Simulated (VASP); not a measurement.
# Ga (Fd-3m) in VASP: relaxation of cell and atoms with PBE

Aim: the relaxation of cell and atoms of Ga with PBE.

Program: VASP 6.6.1. These are calculated values, not measurements. Logs are shortened: lines on timing, memory, paths and dates and some standing lists are left out, and cuts for length are marked.

### Step 1. The cell of the first run

The structure is cubic, space group Fd-3m (No. 227). Conventional cell: a = 5.605 Å, b = 5.605 Å, c = 5.605 Å, α = 90.00°, β = 90.00°, γ = 90.00°. Ga (site symmetry -43m) has 4 Ga at 2.43 Å within 3.2 Å.

This isn't the form of Ga at room conditions, which is orthorhombic.

### Step 2. Relaxation of cell and atoms, PBE, target pressure 7.4 GPa, at which the enthalpy is minimised

File INCAR:

```
SYSTEM = Ga
  PREC = Accurate
  ENCUT = 600
  EDIFF = 1E-6
  ISMEAR = -1
  SIGMA = 0.05
  LREAL = .FALSE.
  LASPH = .TRUE.
  NELM = 80
  ALGO = Normal
  ISIF = 3
  LWAVE = .FALSE.
  LCHARG = .FALSE.
  GGA = PE
  IBRION = 2
  NSW = 32
  EDIFFG = -0.005
  PSTRESS = 74.0
```

File KPOINTS:

```
regular mesh
0
G
  12 12 12
  0 0 0
```

File POSCAR:

```
Ga
1.0
    0.0000000000      2.8027397702      2.8027397702
    2.8027397702      0.0000000000      2.8027397702
    2.8027397702      2.8027397702      0.0000000000
Ga
2
Direct
   -0.1250000000     -0.1250000000     -0.1250000000
    0.1250000000      0.1250000000      0.1250000000
```

Potentials or basis: VASP PAW PBE potentials, release 64 (Ga_d).

The run is started by

```
> cat potpaw_PBE.64/Ga_d/POTCAR > POTCAR
> mpirun -np 1 vasp_std > vasp.out
```

OUTCAR:

```text
SYSTEM = Ga
   PREC = Accurate
   ENCUT = 600
   EDIFF = 1E-6
   ISMEAR = -1
   LREAL = .FALSE.
   LASPH = .TRUE.
   NELM = 80
   ISIF = 3
   GGA = PE
   IBRION = 2
   NSW = 32
   EDIFFG = -0.005
   PSTRESS = 74.0

 ion  position               nearest neighbor table
   1  0.875  0.875  0.875-   2 2.43   2 2.43   2 2.43   2 2.43
   2  0.125  0.125  0.125-   1 2.43   1 2.43   1 2.43   1 2.43

  LATTYP: Found a face centered cubic cell.
 ALAT       =     5.6054795404

  Lattice vectors:

 A1 = (   0.0000000000,   2.8027397702,   2.8027397702)
 A2 = (   2.8027397702,   0.0000000000,   2.8027397702)
 A3 = (   2.8027397702,   2.8027397702,   0.0000000000)

Analysis of symmetry for initial positions (statically):
=====================================================================
 Subroutine PRICEL returns:
 Original cell was already a primitive cell.

 Routine SETGRP: Setting up the symmetry group for a
 face centered cubic supercell.

 Subroutine GETGRP returns: Found 48 space group operations
 (whereof 12 operations were pure point group operations)
 out of a pool of 48 trial point group operations.

The static configuration has the point symmetry D_3d.
 The point group associated with its full space group is O_h .

Analysis of symmetry for dynamics (positions and initial velocities):
=====================================================================
 Subroutine PRICEL returns:
 Original cell was already a primitive cell.

 Routine SETGRP: Setting up the symmetry group for a
 face centered cubic supercell.

 Subroutine GETGRP returns: Found 48 space group operations
 (whereof 12 operations were pure point group operations)
 out of a pool of 48 trial point group operations.

The dynamic configuration has the point symmetry D_3d.
 The point group associated with its full space group is O_h .

 Subroutine INISYM returns: Found 48 space group operations
 (whereof 12 operations are pure point group operations),
 and found     1 'primitive' translations

----------------------------------------------------------------------------------------

                                     Primitive cell

  volume of cell :      44.0330

  direct lattice vectors                    reciprocal lattice vectors
     0.000000000  2.802739770  2.802739770    -0.178396869  0.178396869  0.178396869
     2.802739770  0.000000000  2.802739770     0.178396869 -0.178396869  0.178396869
     2.802739770  2.802739770  0.000000000     0.178396869  0.178396869 -0.178396869

  length of vectors
     3.963672595  3.963672595  3.963672595     0.308992441  0.308992441  0.308992441

  position of ions in fractional coordinates (direct lattice)
     0.875000000  0.875000000  0.875000000
     0.125000000  0.125000000  0.125000000

  ion indices of the primitive-cell ions
   primitive index   ion index
                 1           1
                 2           2

----------------------------------------------------------------------------------------

 KPOINTS: regular mesh

Automatic generation of k-mesh.
 Grid dimensions read from file:
 generate k-points for:   12   12   12

 Generating k-lattice:

  Cartesian coordinates                     Fractional coordinates (reciprocal lattice)
    -0.014866406  0.014866406  0.014866406     0.083333333  0.000000000  0.000000000
     0.014866406 -0.014866406  0.014866406     0.000000000  0.083333333  0.000000000
     0.014866406  0.014866406 -0.014866406     0.000000000  0.000000000  0.083333333

  Length of vectors
     0.025749370  0.025749370  0.025749370

  Shift w.r.t. Gamma in fractional coordinates (k-lattice)
     0.000000000  0.000000000  0.000000000

 Subroutine IBZKPT returns following result:
 ===========================================

 Found     72 irreducible k-points:

 Following reciprocal coordinates:
            Coordinates               Weight
  0.000000  0.000000  0.000000      1.000000
  0.083333  0.000000  0.000000      8.000000
  0.166667  0.000000  0.000000      8.000000
  0.250000  0.000000  0.000000      8.000000
  0.333333  0.000000  0.000000      8.000000
  0.416667  0.000000  0.000000      8.000000
[... 16 lines left out ...]
  0.500000  0.166667  0.000000     24.000000
 -0.416667  0.166667  0.000000     24.000000
 [... further k-points ...]
   k-points           NKPTS =     72   k-points in BZ     NKDIM =     72   number of bands    NBANDS=     17
   number of dos      NEDOS =    301   number of ions     NIONS =      2
   total plane-waves  NPLWV =  32768
   dimension x,y,z NGX =    32 NGY =   32 NGZ =   32
   dimension x,y,z NGXF=    64 NGYF=   64 NGZF=   64
   ions per type =               2
   NGX,Y,Z   is equivalent  to a cutoff of  13.42, 13.42, 13.42 a.u.
   NGXF,Y,Z  is equivalent  to a cutoff of  26.84, 26.84, 26.84 a.u.
 SYSTEM =  Ga
   PREC   = accura    normal or accurate (medium, high low for compatibility)
   ISTART =      0    job   : 0-new  1-cont  2-samecut
   ICHARG =      2    charge: 1-file 2-atom 10-const
   ISPIN  =      1    spin polarized calculation?
   LNONCOLLINEAR =      F non collinear calculations
   LSORBIT =      F    spin-orbit coupling
   LASPH  =      T    aspherical Exc in radial PAW
   ENCUT  =  600.0 eV  44.10 Ry    6.64 a.u.   7.92  7.92  7.92*2*pi/ulx,y,z
   NELM   =     80;   NELMIN=  2; NELMDL= -5     # of ELM steps
   EDIFF  = 0.1E-05   stopping-criterion for ELM
   LREAL  =      F    real-space projection
   EDIFFG = -.5E-02   stopping-criterion for IOM
   NSW    =     32    number of steps for IOM
   IBRION =      2    ionic relax: 0-MD 1-quasi-New 2-CG
   NFREE  =      1    steps in history (QN), initial steepest desc. (CG)
   ISIF   =      3    stress and relaxation
   ISYM   =      2    0-nonsym 1-usesym 2-fastsym
   POTIM  = 0.5000    time-step for ionic-motion
   TEBEG  =    0.0;   TEEND  =   0.0 temperature during run
   PSTRESS=   74.0 pullay stress
   NELECT =      26.0000    total number of electrons
   NUPDOWN=      -1.0000    fix difference up-down
   EMIN   =  10.00;   EMAX   =-10.00  energy-range for DOS
   EFERMI =   0.00;   METHOD = LEGACY
   ISMEAR =    -1;   SIGMA  =   0.05  broadening in eV -4-tet -1-fermi 0-gaus
   EFERMI_NEDOS =   21; number of points for ismear=-14 and -15
   IALGO  =     38    algorithm
   IMIX   =      4    mixing-type and parameters
     AMIX     =   0.40;   BMIX     =  1.00
     AMIX_MAG =   1.60;   BMIX_MAG =  1.00
  volume/ion in A,a.u.               =      22.02       148.57
  Fermi-wavevector in a.u.,A,eV,Ry     =   1.373430  2.595406 25.664802  1.886310
  Thomas-Fermi vector in A             =   2.498948
   LORBIT       =      0    0 simple, 1 ext, 2 COOP (PROOUT), +10 PAW based schemes
   GGA     = PE    functional components
   LHFCALC =     F    Hartree Fock is set to
   AEXX    =    0.0000 exact exchange contribution
   IVDW    =     0    specifies the selected vdW correction
   LEPSILON=     F    determine dielectric tensor
   LRPA    =     F    only Hartree local field effects (RPA)
 conjugate gradient relaxation of ions
 non-spin polarized calculation
  energy-cutoff  :      600.00
  volume of cell :       44.03
 maximum number of plane-waves:      1484
   NGX = 15   NGY = 15   NGZ = 15

--------------------------------------- Ionic step        1  -------------------------------------------

 number of electron      26.0000010 magnetization

 Free energy of the ion-electron system (eV)
  ---------------------------------------------------
  ext. energy  EPLUGINS =         0.00000000
  ---------------------------------------------------
  free energy    TOTEN  =        -5.11815513 eV

  energy without entropy =       -5.10745248  energy(sigma->0) =       -5.11280381

------------------------ aborting loop because EDIFF is reached ----------------------------------------

  FORCE on cell =-STRESS in cart. coord.  units (eV):
  Direction    XX          YY          ZZ          XY          YZ          ZX
  --------------------------------------------------------------------------------------
  -------------------------------------------------------------------------------------
  Total        2.0861783      2.0861783      2.0861783     -0.0000000     -0.0000000      0.0000000
  in kB       75.9073245     75.9073245     75.9073245     -0.0000000     -0.0000000      0.0000000
  external PRESSURE =       1.9073245 kB  Pullay stress =      74.0000000 kB

 VOLUME and BASIS-vectors are now :
 -----------------------------------------------------------------------------
  energy-cutoff  :      600.00
  volume of cell :       44.03
      direct lattice vectors                 reciprocal lattice vectors
     0.000000000  2.802739770  2.802739770    -0.178396869  0.178396869  0.178396869
     2.802739770  0.000000000  2.802739770     0.178396869 -0.178396869  0.178396869
     2.802739770  2.802739770  0.000000000     0.178396869  0.178396869 -0.178396869
[... 46 lines left out ...]
  FREE ENERGIE OF THE ION-ELECTRON SYSTEM (eV)
  ---------------------------------------------------
  free  energy   TOTEN  =        -5.1258563437 eV

  energy  without entropy=       -5.1151618919  energy(sigma->0) =       -5.12050912

  enthalpy is  TOTEN    =        -3.0843730947 eV   P V=        2.0414832490

--------------------------------------- Ionic step        3  -------------------------------------------

 number of electron      26.0000011 magnetization

 Free energy of the ion-electron system (eV)
  ---------------------------------------------------
  ext. energy  EPLUGINS =         0.00000000
  ---------------------------------------------------
  free energy    TOTEN  =        -5.12101874 eV

  energy without entropy =       -5.11031904  energy(sigma->0) =       -5.11566889

 E-fermi :   3.5142     XC(G=0):  -9.9439

 val. band max:        3.5009218466   @ k =  -0.4167   0.3333   0.0000
 cond. band min:       3.5666240702   @ k =   0.3333   0.2500   0.0000
 fundamental gap:      0.0657022237
 Fermi energy:         3.5141543376

 k-point     1 :       0.0000    0.0000    0.0000
  band No.  band energies     occupation
      1     -11.3501      2.00000
      2     -11.3501      2.00000
      3     -11.3501      2.00000
      4     -11.2994      2.00000
      5     -11.2994      2.00000
      6     -10.8882      2.00000
[... 9 lines left out ...]
     16       8.7382      0.00000
     17       8.7382      0.00000
[... 441 lines left out ...]
 k-point    24 :      -0.4167    0.1667    0.0000
  band No.  band energies     occupation
      1     -11.4251      2.00000
      2     -11.4027      2.00000
      3     -11.2874      2.00000
      4     -11.1917      2.00000
      5     -11.1706      2.00000
      6     -11.0034      2.00000
[... 9 lines left out ...]
     16      10.1535      0.00000
     17      10.8437      0.00000

 [... further k-points ...]

------------------------ aborting loop because EDIFF is reached ----------------------------------------

  FORCE on cell =-STRESS in cart. coord.  units (eV):
  Direction    XX          YY          ZZ          XY          YZ          ZX
  --------------------------------------------------------------------------------------
  -------------------------------------------------------------------------------------
  Total        2.0398245      2.0398245      2.0398245     -0.0000000     -0.0000000      0.0000000
  in kB       74.1172030     74.1172030     74.1172030     -0.0000000     -0.0000000      0.0000000
  external PRESSURE =       0.1172030 kB  Pullay stress =      74.0000000 kB

 VOLUME and BASIS-vectors are now :
 -----------------------------------------------------------------------------
  energy-cutoff  :      600.00
  volume of cell :       44.09
      direct lattice vectors                 reciprocal lattice vectors
    -0.000000000  2.804043790  2.804043790    -0.178313906  0.178313906  0.178313906
     2.804043790 -0.000000000  2.804043790     0.178313906 -0.178313906  0.178313906
     2.804043790  2.804043790  0.000000000     0.178313906  0.178313906 -0.178313906

 POSITION                                       TOTAL-FORCE (eV/Angst)
 -----------------------------------------------------------------------------------
      4.90708      4.90708      4.90708        -0.000000      0.000000      0.000000
      0.70101      0.70101      0.70101         0.000000     -0.000000     -0.000000
 -----------------------------------------------------------------------------------
    total drift:                                0.000000      0.000000     -0.000000

  FREE ENERGIE OF THE ION-ELECTRON SYSTEM (eV)
  ---------------------------------------------------
  free  energy   TOTEN  =        -5.1210187350 eV

  energy  without entropy=       -5.1103190399  energy(sigma->0) =       -5.11566889

  enthalpy is  TOTEN    =        -3.0844198219 eV   P V=        2.0365989131

 reached required accuracy - stopping structural energy minimisation
```

Wall time 73 s (1 thread of Intel Xeon Platinum 8175M at 2.50GHz (Skylake/Cascade Lake), shared host); peak memory 0.21 GiB.

Results:

```yaml
Free_energy: -5.1210 eV
Relaxed_volume: 22.05 Å³/atom
Relaxed_cell: a = 3.966 Å, b = 3.966 Å, c = 3.966 Å, α = 60.00°, β = 60.00°, γ = 60.00°
Space_group_after_relaxing_to_0.1_Å: Fd-3m (No. 227)
Energy_change_on_relaxing_the_run_minimises_the_enthalpy: -1.4 meV/atom
Ionic_steps: 3
Pressure_after_relaxing: 7.4 GPa
Band_gap_on_the_k_mesh: zero (bands 13 and 14 overlap by 4.89 eV)
```

The path:
| step | energy change (eV) | largest force (eV/Å) | pressure (GPa) | volume (Å³) |
| --- | --- | --- | --- | --- |
| 1 | 0.0000 | 0.0000 | 7.59 | 44.03 |
| 2 | -0.0077 | 0.0000 | 7.27 | 44.20 |
| 3 | -0.0029 | 0.0000 | 7.41 | 44.09 |

Final structure:
```xyz
2
Lattice="0.0000 2.8040 2.8040 2.8040 0.0000 2.8040 2.8040 2.8040 0.0000" Properties=species:S:1:pos:R:3 pbc="T T T"
Ga    4.9071    4.9071    4.9071
Ga    0.7010    0.7010    0.7010
```

Levels at points of the mesh, in eV from the Fermi level:
| k point | band 9 | band 10 | band 11 | band 12 | band 13 | band 14 | band 15 | band 16 | band 17 |
| --- | --- | --- | --- | --- | --- | --- | --- | --- | --- |
| (0.00, 0.00, 0.00) | -14.32 | -14.32 | -10.05 | 3.18 | 3.18 | 3.18 | 4.95 | 5.22 | 5.22 |
| (0.50, 0.00, 0.00) | -14.30 | -14.30 | -7.51 | -4.99 | 1.48 | 1.48 | 3.73 | 6.19 | 6.19 |
| (0.50, 0.50, 0.00) | -14.27 | -14.27 | -5.68 | -5.68 | -0.57 | -0.57 | 2.99 | 2.99 | 13.20 |

Caveat: the cell is relaxed towards a set pressure, so the run minimises the enthalpy, not the energy.

The gap in the log of VASP goes by the Fermi energy; the results here count the filled bands.